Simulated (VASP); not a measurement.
# CsBr (Pm-3m) in VASP: further runs, part 2 of 2

VASP 6.6.1. The steps go on from the part before.

### 3 Relaxation of cell and atoms, r2SCAN

This run uses another cell than the first one, of 42.33 Å³/atom.

POSCAR

```
CsBr
1.0
    4.3909641748      0.0000000000      0.0000000000
    0.0000000000      4.3909641748      0.0000000000
    0.0000000000      0.0000000000      4.3909641748
Cs Br
1 1
Direct
    0.0000000000      0.0000000000      0.0000000000
    0.5000000000      0.5000000000      0.5000000000
```

INCAR.step1

```
PREC = Accurate ; ENCUT = 550
ISMEAR = -1 ; SIGMA = 0.02
LREAL = F ; LASPH = T
NELM = 120 ; GGA = PE
ALGO = Normal ; EDIFF = 1E-5
LWAVE = T ; LCHARG = F
GGA_COMPAT = F ; IBRION = 2
ISIF = 3 ; EDIFFG = -0.005
NELMIN = 4 ; NSW = 100
```

INCAR.step2

```
PREC = Accurate ; ENCUT = 550
EDIFF = 1E-7 ; ISMEAR = -1
SIGMA = 0.02 ; LREAL = F
LASPH = T ; NELM = 120
ALGO = Normal ; ISIF = 3
LWAVE = F ; LCHARG = F
METAGGA = R2SCAN ; LMIXTAU = T
IBRION = 2 ; NSW = 80
EDIFFG = -0.005 ; ISTART = 1
GGA_COMPAT = F ; NELMIN = 4
```

KPOINTS

```
regular mesh
0
Gamma
  6 6 6
```

Potentials or basis: VASP PAW PBE potentials, release 64 (Cs_sv, Br).

Run with:

```console
cat potpaw_PBE.64/Cs_sv/POTCAR potpaw_PBE.64/Br/POTCAR > POTCAR
cp INCAR.step1 INCAR
mpirun -np 1 vasp_std > vasp.out
cp INCAR.step2 INCAR
mpirun -np 1 vasp_std > vasp.out
```

OUTCAR:

```text
PREC = Accurate
   ENCUT = 550
   EDIFF = 1E-7
   ISMEAR = -1
   LREAL = F
   LASPH = T
   NELM = 120
   ISIF = 3
   METAGGA = R2SCAN
   IBRION = 2
   NSW = 80
   EDIFFG = -0.005
   ISTART = 1
   NELMIN = 4

 ion  position               nearest neighbor table
   1  0.000  0.000  0.000-
   2  0.500  0.500  0.500-

  LATTYP: Found a simple cubic cell.
 ALAT       =     4.3909641748

  Lattice vectors:

 A1 = (   4.3909641748,   0.0000000000,   0.0000000000)
 A2 = (   0.0000000000,   4.3909641748,   0.0000000000)
 A3 = (   0.0000000000,   0.0000000000,   4.3909641748)

Analysis of symmetry for initial positions (statically):
=====================================================================
 Subroutine PRICEL returns:
 Original cell was already a primitive cell.

 Routine SETGRP: Setting up the symmetry group for a
 simple cubic supercell.

 Subroutine GETGRP returns: Found 48 space group operations
 (whereof 48 operations were pure point group operations)
 out of a pool of 48 trial point group operations.

The static configuration has the point symmetry O_h .

Analysis of symmetry for dynamics (positions and initial velocities):
=====================================================================
 Subroutine PRICEL returns:
 Original cell was already a primitive cell.

 Routine SETGRP: Setting up the symmetry group for a
 simple cubic supercell.

 Subroutine GETGRP returns: Found 48 space group operations
 (whereof 48 operations were pure point group operations)
 out of a pool of 48 trial point group operations.

The dynamic configuration has the point symmetry O_h .

 Subroutine INISYM returns: Found 48 space group operations
 (whereof 48 operations are pure point group operations),
 and found     1 'primitive' translations

[... 97 lines left out ...]
   POTIM  = 0.5000    time-step for ionic-motion
   TEBEG  =    0.0;   TEEND  =   0.0 temperature during run
   PSTRESS=    0.0 pullay stress
   NELECT =      16.0000    total number of electrons
   NUPDOWN=      -1.0000    fix difference up-down
   EMIN   =  10.00;   EMAX   =-10.00  energy-range for DOS
   EFERMI =   0.00;   METHOD = LEGACY
   ISMEAR =    -1;   SIGMA  =   0.02  broadening in eV -4-tet -1-fermi 0-gaus
   EFERMI_NEDOS =   21; number of points for ismear=-14 and -15
   IALGO  =     38    algorithm
   IMIX   =      4    mixing-type and parameters
     AMIX     =   0.40;   BMIX     =  1.00
     AMIX_MAG =   1.60;   BMIX_MAG =  1.00
  volume/ion in A,a.u.               =      42.33       285.66
  Fermi-wavevector in a.u.,A,eV,Ry     =   0.939482  1.775363 12.008851  0.882626
  Thomas-Fermi vector in A             =   2.066798
   LORBIT       =      0    0 simple, 1 ext, 2 COOP (PROOUT), +10 PAW based schemes
   METAGGA = R2SCAN    functional components
   LHFCALC =     F    Hartree Fock is set to
   AEXX    =    0.0000 exact exchange contribution
   IVDW    =     0    specifies the selected vdW correction
   LEPSILON=     F    determine dielectric tensor
   LRPA    =     F    only Hartree local field effects (RPA)
 conjugate gradient relaxation of ions
 non-spin polarized calculation
  energy-cutoff  :      550.00
  volume of cell :       84.66
 maximum number of plane-waves:      2517
 NGX is ok and might be reduce to    36
   NGX = 17   NGY = 17   NGZ = 17

--------------------------------------- Ionic step        1  -------------------------------------------

 number of electron      16.0000002 magnetization

 Free energy of the ion-electron system (eV)
  ---------------------------------------------------
  ext. energy  EPLUGINS =         0.00000000
  ---------------------------------------------------
  free energy    TOTEN  =       -42.31873540 eV

  energy without entropy =      -42.31873540  energy(sigma->0) =      -42.31873540

------------------------ aborting loop because EDIFF is reached ----------------------------------------

  FORCE on cell =-STRESS in cart. coord.  units (eV):
  Direction    XX          YY          ZZ          XY          YZ          ZX
  --------------------------------------------------------------------------------------
  -------------------------------------------------------------------------------------
  Total       -0.3166009     -0.3166009     -0.3166009      0.0000000      0.0000000     -0.0000000
  in kB       -5.9916034     -5.9916034     -5.9916034      0.0000000      0.0000000     -0.0000000
  external PRESSURE =      -5.9916034 kB  Pullay stress =       0.0000000 kB
[... 95 lines left out ...]
--------------------------------------- Ionic step        4  -------------------------------------------

 number of electron      16.0000003 magnetization

 Free energy of the ion-electron system (eV)
  ---------------------------------------------------
  ext. energy  EPLUGINS =         0.00000000
  ---------------------------------------------------
  free energy    TOTEN  =       -42.32577938 eV

  energy without entropy =      -42.32577938  energy(sigma->0) =      -42.32577938

 E-fermi :  -0.3539     XC(G=0):  -8.3288

 val. band max:       -0.7981404501   @ k =   0.5000   0.5000   0.0000
 cond. band min:       4.3655664469   @ k =   0.0000   0.0000   0.0000
 fundamental gap:      5.1637068971
 Fermi energy:        -0.3539344390

 k-point     1 :       0.0000    0.0000    0.0000
  band No.  band energies     occupation
      1     -21.1457      2.00000
      2     -13.5644      2.00000
      3      -7.3747      2.00000
      4      -7.3747      2.00000
      5      -7.3747      2.00000
      6      -0.8049      2.00000
      7      -0.8049      2.00000
      8      -0.8049      2.00000
      9       4.3656      0.00000
     10       4.6289      0.00000
     11       4.6289      0.00000
     12       8.9351      0.00000
[... 312 lines left out ...]
  FREE ENERGIE OF THE ION-ELECTRON SYSTEM (eV)
  ---------------------------------------------------
  free  energy   TOTEN  =       -42.3257793800 eV

  energy  without entropy=      -42.3257793800  energy(sigma->0) =      -42.32577938

 reached required accuracy - stopping structural energy minimisation
```

OUTCAR.step1:

```text
PREC = Accurate
   ENCUT = 550
   ISMEAR = -1
   LREAL = F
   LASPH = T
   NELM = 120
   GGA = PE
[... 564 lines left out ...]
      0.00000      0.00000      0.00000        -0.000000      0.000000      0.000000
      2.19631      2.19631      2.19631         0.000000      0.000000      0.000000
 -----------------------------------------------------------------------------------
    total drift:                                0.000000      0.000000      0.000000

  FREE ENERGIE OF THE ION-ELECTRON SYSTEM (eV)
  ---------------------------------------------------
  free  energy   TOTEN  =        -6.0242973020 eV

  energy  without entropy=       -6.0242973020  energy(sigma->0) =       -6.02429730

 reached required accuracy - stopping structural energy minimisation
```

OSZICAR.step1:

```text
N       E                     dE             d eps       ncg     rms          rms(c)
DAV:   1     0.994201285671E+02    0.99420E+02   -0.66419E+03   480   0.116E+03
DAV:   2     0.131011540342E+01   -0.98110E+02   -0.90866E+02   756   0.186E+02
DAV:   3    -0.622480531763E+01   -0.75349E+01   -0.75050E+01   600   0.573E+01
DAV:   4    -0.630738971509E+01   -0.82584E-01   -0.82536E-01   548   0.706E+00
DAV:   5    -0.630807083392E+01   -0.68112E-03   -0.68106E-03   600   0.647E-01    0.180E+00
DAV:   6    -0.606186936061E+01    0.24620E+00   -0.37551E-01   544   0.305E+00    0.110E+00
DAV:   7    -0.602090102476E+01    0.40968E-01   -0.18496E-01   604   0.219E+00    0.591E-01
DAV:   8    -0.602376734858E+01   -0.28663E-02   -0.12607E-02   544   0.809E-01    0.961E-02
DAV:   9    -0.602423112177E+01   -0.46377E-03   -0.24394E-03   576   0.304E-01    0.804E-02
DAV:  10    -0.602428048337E+01   -0.49362E-04   -0.16609E-04   564   0.106E-01    0.114E-02
DAV:  11    -0.602428645097E+01   -0.59676E-05   -0.34464E-05   568   0.371E-02
   1 F= -.60242865E+01 E0= -.60242865E+01  d E =-.602429E+01
       N       E                     dE             d eps       ncg     rms          rms(c)
DAV:   1    -0.602441754936E+01   -0.13707E-03   -0.22808E-03   504   0.306E-01    0.495E-02
DAV:   2    -0.602432173725E+01    0.95812E-04   -0.14255E-04   516   0.702E-02    0.202E-02
DAV:   3    -0.602429898282E+01    0.22754E-04   -0.69333E-05   524   0.489E-02    0.751E-03
DAV:   4    -0.602429730205E+01    0.16808E-05   -0.21038E-06   284   0.982E-03
   2 F= -.60242973E+01 E0= -.60242973E+01  d E =-.108511E-04
```

Run time: 3.6 min. Hardware: 1 thread of Intel Xeon Platinum 8488C (Sapphire Rapids), shared host; peak memory 0.24 GiB.

What came out:

| Property | Result |
| --- | --- |
| Free energy | -42.3258 eV |
| Relaxed volume | 40.50 Å³/atom |
| Relaxed cell | a = 4.327 Å, b = 4.327 Å, c = 4.327 Å, α = 90.00°, β = 90.00°, γ = 90.00° |
| Space group after relaxing (to 0.1 Å) | Pm-3m (No. 221) |
| Energy gained by relaxing | 3.5 meV/atom |
| Ionic steps | 4 |
| Pressure after relaxing | 0.0 GPa |
| Band gap on the k mesh | 5.16 eV (least direct gap 5.17 eV) |

The path:
| step | energy change (eV) | largest force (eV/Å) | pressure (GPa) | volume (Å³) |
| --- | --- | --- | --- | --- |
| 1 | 0.0000 | 0.0000 | -0.60 | 84.66 |
| 2 | -0.0054 | 0.0000 | -0.30 | 82.74 |
| 3 | -0.0070 | 0.0000 | -0.04 | 81.22 |
| 4 | -0.0070 | 0.0000 | 0.01 | 81.01 |

Final structure:
```yaml
crystal:
  lattice:
    - [4.32687, 0.00000, 0.00000]
    - [0.00000, 4.32687, 0.00000]
    - [0.00000, 0.00000, 4.32687]
  atoms:
    - { symbol: Cs, position: [0.00000, 0.00000, 0.00000] }
    - { symbol: Br, position: [0.50000, 0.50000, 0.50000] }
```

Levels at points of the mesh, in eV from the valence-band top:
```csv
k point,band 4,band 5,band 6,band 7,band 8,band 9,band 10,band 11,band 12
"(0.00, 0.00, 0.00)",-6.58,-6.58,-0.01,-0.01,-0.01,5.16,5.43,5.43,9.73
"(0.50, 0.00, 0.00)",-6.48,-6.48,-1.25,-0.19,-0.19,6.43,7.83,8.34,8.94
"(0.50, 0.50, 0.00)",-7.12,-6.42,-0.58,-0.58,0.00,5.83,6.10,7.84,7.84
"(0.50, 0.50, 0.50)",-6.96,-6.96,-1.12,-1.12,-1.12,8.87,8.87,8.87,9.75
```

Caveat: the PAW data sets were made with another functional, which shifts forces and pressure a little; spin-orbit coupling is left out, which moves the levels of the heavy elements. A k mesh can miss the band edges.
